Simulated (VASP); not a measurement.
# Ga16HO24 (a cell with a defect) in VASP: single point with PBEsol

Aim: the single point of Ga16HO24 (a cell with a defect) with PBEsol.

Program: VASP 6.6.1. These are calculated values, not measurements. Logs are shortened: lines on timing, memory, paths and dates and some standing lists are left out, and cuts for length are marked.

## 1. The cell of the first run

The cell holds a defect, 41 atoms: a = 7.541 Å, b = 7.654 Å, c = 8.421 Å, α = 72.48°, β = 75.38°, γ = 67.31°.

## 2. Single point, PBEsol (with an interstitial atom, then relaxed in part)

The input, INCAR:

```
SYSTEM = Ga16HO24
PREC = Accurate ; ENCUT = 520
EDIFF = 1E-6 ; ISMEAR = 0
SIGMA = 0.01 ; LREAL = Auto
LASPH = .True. ; NELM = 60
ALGO = Normal ; ISIF = 2
LWAVE = .False. ; LCHARG = .False.
GGA = PS ; NELECT = 354.0
NBANDS = 202 ; KPAR = 2
NCORE = 2
```

The input, KPOINTS:

```
Automatic mesh
0
Gamma
  2 2 2
  0.5 0.5 0.5
```

The input, POSCAR:

```
Ga16HO24
1.0
   -4.7582679566     -1.5236550176     -5.6478147190
   -6.1387111721      4.5709650529     -0.0036336926
    1.3804432155      6.0946200705     -5.6441810265
Ga O H
16 24 1
Direct
    0.6471145051      0.6685737585      0.6588505054
    0.8967057264      0.4151064219      0.4144852435
    0.1439631775      0.1778387237      0.1579361793
    0.4008839724      0.9199753935      0.9084405703
    0.5831616316      0.0923108124      0.0859862946
    0.8464166903      0.8350701485      0.8223465860
    0.0971520883      0.5793361184      0.5873918676
    0.3440201584      0.3303347851      0.3412656843
    0.4592978020      0.7146957209      0.3293812908
    0.7056682267      0.4618524308      0.0770463238
    0.9650246178      0.2167786533      0.8271260947
    0.2130067105      0.9670108185      0.5775319830
    0.7780211363      0.0360061298      0.4175506819
    0.0570968084      0.7841475287      0.1774406615
    0.2799299501      0.5376945964      0.9163496699
    0.5317706496      0.2835588409      0.6709872185
    0.4986102356      0.4934342547      0.7542006278
    0.7460377898      0.2426044226      0.5044851329
   -0.0045350295      1.0036015390      0.2522451203
    0.2517136380      0.7465492165     -0.0010173908
    0.7503936952      0.2469232255      0.9962597890
    0.9987722623      0.0042032235      0.7466560332
    0.2442450862      0.7571492039      0.4942891227
    0.4914883974      0.5052847003      0.2445069853
    0.4094551756      0.9347631490      0.1482985156
    0.6594019999      0.6863725472      0.8994659443
    0.9054614438      0.4359096286      0.6493257196
    0.1542988481      0.1876186277      0.3989558243
    0.8370398051      0.8146869853      0.5937325176
    0.0881873123      0.5634029766      0.3512925977
    0.3329963403      0.3195922566      0.0972502181
    0.5935951829      0.0622734976      0.8504723639
    0.0660319263      0.5970754692      0.8180793235
    0.3171788971      0.3427826271      0.5730554331
    0.5646409857      0.0953309652      0.3184451154
    0.8310498953      0.8319765142      0.0779745534
    0.1787964148      0.1565733468      0.9272133752
    0.4283612344      0.9064096859      0.6760767614
    0.6768071707      0.6550052640      0.4247973280
    0.9184847066      0.4167156102      0.1768757336
    0.8011886197      0.7109874322      0.1401722191
```

Potentials or basis: VASP PAW PBE potentials, release 64 (Ga_d, O, H).

On the command line:

```bash
$ cat potpaw_PBE.64/Ga_d/POTCAR potpaw_PBE.64/O/POTCAR potpaw_PBE.64/H/POTCAR > POTCAR
$ mpirun -np 4 vasp_std > vasp.out
```

OUTCAR:

```text
SYSTEM = Ga16HO24
   PREC = Accurate
   ENCUT = 520
   EDIFF = 1E-6
   ISMEAR = 0
   LREAL = Auto
   LASPH = .True.
   NELM = 60
   ISIF = 2
   GGA = PS
   NELECT = 354.0

 ion  position               nearest neighbor table
   1  0.647  0.669  0.659-  17 1.94  38 1.94  39 1.96  29 2.02  27 2.07  26 2.10
   2  0.897  0.415  0.414-  18 1.93  39 1.95  40 1.96  30 2.04  27 2.05  28 2.05
   3  0.144  0.178  0.158-  19 1.93  37 1.94  40 1.97  31 1.99  28 2.08  25 2.15
   4  0.401  0.920  0.908-  20 1.93  38 1.95  37 1.95  32 2.02  25 2.07  26 2.08
   5  0.583  0.092  0.086-  21 1.92  35 1.93  25 1.98  31 2.02  32 2.04  36 2.15
   6  0.846  0.835  0.822-  22 1.92  33 1.93  29 2.00  26 2.01  32 2.04  36 2.12
   7  0.097  0.579  0.587-  33 1.94  34 1.94  23 1.94  27 2.02  30 2.05  29 2.09
   8  0.344  0.330  0.341-  24 1.93  34 1.94  35 1.94  28 2.00  30 2.06  31 2.10
   9  0.459  0.715  0.329-  23 1.84  39 1.85  24 1.85  25 1.89
  10  0.706  0.462  0.077-  21 1.85  24 1.85  40 1.87  26 1.89
  11  0.965  0.217  0.827-  37 1.84  22 1.85  21 1.86  27 1.87
  12  0.213  0.967  0.578-  38 1.85  23 1.85  22 1.86  28 1.88
  13  0.778  0.036  0.418-  35 1.84  18 1.85  19 1.85  29 1.87
  14  0.057  0.784  0.177-  20 1.82  19 1.82  30 1.85  36 1.95
  15  0.280  0.538  0.916-  33 1.84  17 1.85  20 1.85  31 1.88
  16  0.532  0.284  0.671-  34 1.84  18 1.85  17 1.85  32 1.89
  17  0.499  0.493  0.754-  15 1.85  16 1.85   1 1.94
[... 8 lines left out ...]
  26  0.659  0.686  0.899-  10 1.89   6 2.01   4 2.08   1 2.10
  27  0.905  0.436  0.649-  11 1.87   7 2.02   2 2.05   1 2.07
  28  0.154  0.188  0.399-  12 1.88   8 2.00   2 2.05   3 2.08
  29  0.837  0.815  0.594-  13 1.87   6 2.00   1 2.02   7 2.09
  30  0.088  0.563  0.351-  14 1.85   2 2.04   7 2.05   8 2.06
  31  0.333  0.320  0.097-  15 1.88   3 1.99   5 2.02   8 2.10
  32  0.594  0.062  0.850-  16 1.89   4 2.02   5 2.04   6 2.04
  33  0.066  0.597  0.818-  15 1.84   6 1.93   7 1.94
  34  0.317  0.343  0.573-  16 1.84   8 1.94   7 1.94
  35  0.565  0.095  0.318-  13 1.84   5 1.93   8 1.94
  36  0.831  0.832  0.078-  41 1.00  14 1.95   6 2.12   5 2.15
  37  0.179  0.157  0.927-  11 1.84   3 1.94   4 1.95
  38  0.428  0.906  0.676-  12 1.85   1 1.94   4 1.95
  39  0.677  0.655  0.425-   9 1.85   2 1.95   1 1.96
  40  0.918  0.417  0.177-  10 1.87   2 1.96   3 1.97
  41  0.801  0.711  0.140-  36 1.00

  LATTYP: Found a triclinic cell.
 ALAT       =    21.2816540369
 B/A-ratio  =     1.1209312408
 C/A-ratio  =     0.9014778927
 COS(alpha) =     0.0001139027
 COS(beta)  =     0.5397399893
 COS(gamma) =     0.8407754412

  Lattice vectors:

 A1 = ( -18.4161335163, -10.6655851233,  -0.0109010776)
 A2 = ( -23.1744014729,   0.0000000001,  -5.6587157967)
 A3 = (  -1.3804432155, -18.2838602115,   5.6441810266)
[... 190 lines left out ...]
   ISIF   =      2    stress and relaxation
   ISYM   =      2    0-nonsym 1-usesym 2-fastsym
   POTIM  = 0.5000    time-step for ionic-motion
   TEBEG  =    0.0;   TEEND  =   0.0 temperature during run
   PSTRESS=    0.0 pullay stress
   NELECT =     354.0000    total number of electrons
   NUPDOWN=      -1.0000    fix difference up-down
   EMIN   =  10.00;   EMAX   =-10.00  energy-range for DOS
   EFERMI =   0.00;   METHOD = LEGACY
   ISMEAR =     0;   SIGMA  =   0.01  broadening in eV -4-tet -1-fermi 0-gaus
   EFERMI_NEDOS =   21; number of points for ismear=-14 and -15
   IALGO  =     38    algorithm
   IMIX   =      4    mixing-type and parameters
     AMIX     =   0.40;   BMIX     =  1.00
     AMIX_MAG =   1.60;   BMIX_MAG =  1.00
  volume/ion in A,a.u.               =      10.30        69.52
  Fermi-wavevector in a.u.,A,eV,Ry     =   1.543488  2.916770 32.413928  2.382356
  Thomas-Fermi vector in A             =   2.649144
   LORBIT       =      0    0 simple, 1 ext, 2 COOP (PROOUT), +10 PAW based schemes
   GGA     = PS    functional components
   LHFCALC =     F    Hartree Fock is set to
   AEXX    =    0.0000 exact exchange contribution
   IVDW    =     0    specifies the selected vdW correction
   LEPSILON=     F    determine dielectric tensor
   LRPA    =     F    only Hartree local field effects (RPA)
 non-spin polarized calculation
 Gauss-broadening in eV      SIGMA  =   0.01
  energy-cutoff  :      520.00
  volume of cell :      422.39
 maximum number of plane-waves:     11380
   NGX = 29   NGY = 29   NGZ = 31

 number of electron     353.9999997 magnetization

 Free energy of the ion-electron system (eV)
  ---------------------------------------------------
  ext. energy  EPLUGINS =         0.00000000
  ---------------------------------------------------
  free energy    TOTEN  =      -250.08716372 eV

  energy without entropy =     -250.08716372  energy(sigma->0) =     -250.08716372

 E-fermi :   7.6832     XC(G=0): -11.9457

 val. band max:        7.6342055826   @ k =   0.2500  -0.2500   0.2500
 cond. band min:       8.4318031654   @ k =  -0.2500  -0.2500   0.2500
 fundamental gap:      0.7975975828
 Fermi energy:         7.6832165783

 k-point     1 :       0.2500    0.2500    0.2500
  band No.  band energies     occupation
      1     -15.6939      2.00000
      2     -14.8981      2.00000
      3     -14.4643      2.00000
      4     -14.2559      2.00000
      5     -14.2035      2.00000
      6     -14.1263      2.00000
[... 757 lines left out ...]
    188      10.6308      0.00000
    189      10.8520      0.00000
 [bands above 189 left out]

------------------------ aborting loop because EDIFF is reached ----------------------------------------

  FORCE on cell =-STRESS in cart. coord.  units (eV):
  Direction    XX          YY          ZZ          XY          YZ          ZX
  --------------------------------------------------------------------------------------
  -------------------------------------------------------------------------------------
  Total       27.4866253     25.7826743     26.6646030      0.3738407      0.1487400      1.4701630
  in kB      104.2591950     97.7959586    101.1411919      1.4180109      0.5641839      5.5764578
  external PRESSURE =     101.0654485 kB  Pullay stress =       0.0000000 kB

 VOLUME and BASIS-vectors are now :
 -----------------------------------------------------------------------------
  energy-cutoff  :      520.00
  volume of cell :      422.39
      direct lattice vectors                 reciprocal lattice vectors
    -4.758267957 -1.523655018 -5.647814719    -0.061026469 -0.082039568 -0.103512551
    -6.138711172  4.570965053 -0.003633693    -0.101850594  0.082039568  0.063676384
     1.380443215  6.094620071 -5.644181027     0.061131328  0.082039568 -0.073635426

 POSITION                                       TOTAL-FORCE (eV/Angst)
 -----------------------------------------------------------------------------------
     -6.27382      6.08549     -7.37588         0.010352     -0.000196      0.017705
     -6.24281      3.05730     -7.40537         0.019462     -0.002008      0.002174
     -1.55869      1.55611     -1.70514         0.014427     -0.002338      0.012682
     -6.30093      9.13097     -7.39486         0.012723     -0.002554      0.007616
     -3.22281      0.05747     -3.77925        -0.015378     -0.005262     -0.026389
     -8.01853      7.53932     -9.42491        -0.014391      0.011382     -0.021354
[... 33 lines left out ...]
     -6.68433      1.58333     -6.18726        -0.014414      0.009035      0.010785
     -7.98332      2.88346     -5.31871         0.114290     -0.019218      0.005377
 -----------------------------------------------------------------------------------
    total drift:                               -0.002885      0.033321      0.007110

  FREE ENERGIE OF THE ION-ELECTRON SYSTEM (eV)
  ---------------------------------------------------
  free  energy   TOTEN  =      -250.0871637164 eV

  energy  without entropy=     -250.0871637164  energy(sigma->0) =     -250.08716372
```

stdout:

```text
POSCAR found type information on POSCAR GaO H
 POSCAR found :  3 types and      41 ions
 scaLAPACK will be used
 -----------------------------------------------------------------------------
|                                                                             |
|                                                                             |
|     You enforced a specific xc type in the INCAR file but a different       |
|     I HOPE YOU KNOW WHAT YOU ARE DOING!                                     |
|                                                                             |
 -----------------------------------------------------------------------------

 LDA part: xc-table for (Slater+PW92), standard interpolation
 POSCAR, INCAR and KPOINTS ok, starting setup
 FFT: planning ... GRIDC
 FFT: planning ... GRID_SOFT
 FFT: planning ... GRID
 WAVECAR not read
 entering main loop
 the old and the new charge density differ
 old charge density:   353.00000 new  354.00000
BRMIX: very serious problems
 the old and the new charge density differ
 old charge density:   353.00000 new  354.00000
    0.327E+01
```

Wall time 5.3 min (4 MPI ranks of Oxide Virtual Turin-like, shared host); peak memory 0.38 GiB.

What came out:

```yaml
Free_energy: -250.0872 eV
Largest_force: 0.116 eV/Å
```

Forces in eV/Å, atoms in the order of the input:
```
Ga   0.010  0.000  0.018
Ga   0.019 -0.002  0.002
Ga   0.014 -0.002  0.013
Ga   0.013 -0.003  0.008
Ga  -0.015 -0.005 -0.026
Ga  -0.014  0.011 -0.021
Ga  -0.013  0.003 -0.019
Ga  -0.010 -0.002 -0.016
Ga   0.000 -0.007 -0.001
Ga  -0.011  0.006  0.000
Ga   0.001 -0.001 -0.003
Ga  -0.002 -0.001  0.002
Ga   0.003 -0.005  0.001
Ga  -0.009 -0.005  0.000
Ga   0.002  0.001  0.006
Ga  -0.004 -0.001  0.010
O    0.003  0.005  0.000
O    0.008  0.006 -0.001
O    0.007 -0.006  0.000
O    0.004  0.006  0.002
O   -0.006 -0.001  0.000
O    0.005  0.006  0.001
O   -0.008  0.003  0.000
O   -0.001 -0.011  0.001
O    0.014 -0.003 -0.001
O    0.019  0.005 -0.007
O    0.019  0.004 -0.010
O    0.016 -0.003 -0.006
O   -0.018  0.000  0.017
O   -0.017 -0.002  0.019
O   -0.013  0.006  0.015
O   -0.016 -0.001  0.000
O    0.012  0.001 -0.023
O    0.012  0.003 -0.020
O    0.008 -0.001 -0.021
O   -0.102  0.006  0.007
O   -0.006  0.003  0.015
O   -0.012 -0.001  0.011
O   -0.011  0.000  0.012
O   -0.014  0.009  0.011
H    0.114 -0.019  0.005
```

Caveat: the cell carries a net charge on a neutralising background, which shifts energy and pressure; the cell differs from its parent crystal (with an interstitial atom, then relaxed in part); the cell is charged against a uniform background, so pressure and absolute levels hang on convention; the PAW data sets were made with another functional, which shifts forces and pressure a little.
